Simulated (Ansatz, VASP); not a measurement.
# Sb: VASP beside Ansatz

INCAR

```
SYSTEM = Sb
  ALGO = Normal
  EDIFF = 1E-7
  ENCUT = 520
  GGA = PS
  ISIF = 2
  ISMEAR = 0
  LASPH = .True.
  LCHARG = .False.
  LREAL = .False.
  LWAVE = .False.
  NBANDS = 8
  NELM = 60
  PREC = Accurate
  SIGMA = 0.1
```

File KPOINTS:

```
k-points
0
Gamma
  14 14 14
  0 0 0
```

File POSCAR:

```
Sb
1.0
    3.3149980000      0.0000000000      0.0000000000
    0.0000000000      3.3149980000      0.0000000000
    0.0000000000      0.0000000000      3.3149980000
Sb
1
Direct
    0.0000000000      0.0000000000      0.0000000000
```

Input for Ansatz:

```yaml
crystal:
  lattice:
    - [3.314998, 0.0, 0.0]
    - [0.0, 3.314998, 0.0]
    - [0.0, 0.0, 3.314998]
  atoms:
    - { symbol: Sb, position: [0.0, 0.0, 0.0] }
basis:
  ecutwfc: 420
kpoints:
  mp_grid: { grid: [14, 14, 14] }
hamiltonian:
  xc: pbesol
scf:
  occupations: { method: gaussian, width: 0.1 }
output:
  forces: true
  stress: true
  eigenvalues: true
```

Alike in both runs: task single point; functional PBEsol; k mesh 14 × 14 × 14; occupations gaussian, width 0.1 eV; no spin polarisation.

```csv
,VASP,Ansatz
version,VASP 6.6.1,Ansatz 0.2.0
potentials or method,"VASP PAW PBE potentials, release 64 (Sb), cutoff 520 eV","scalar-relativistic, plane waves, PAW"
valence electrons in the cell,5,15
```

|  | VASP | Ansatz | Ansatz less VASP |
| --- | --- | --- | --- |
| gap on the k mesh at the Fermi level (eV) | none | none | - |
| pressure (GPa) | -8.7 | -8.7 | +0.02 |

VASP's potentials were made for PBE, not for PBEsol. A gap of «none» marks a metal or a gap that the smearing closes. The functional is the same, so the differences come from potentials, cutoffs and numerics. VASP's potentials hold 5 valence electrons a cell and Ansatz's 15, so a difference there can come from the potentials and not from the codes.

Neither program's run includes spin-orbit coupling.
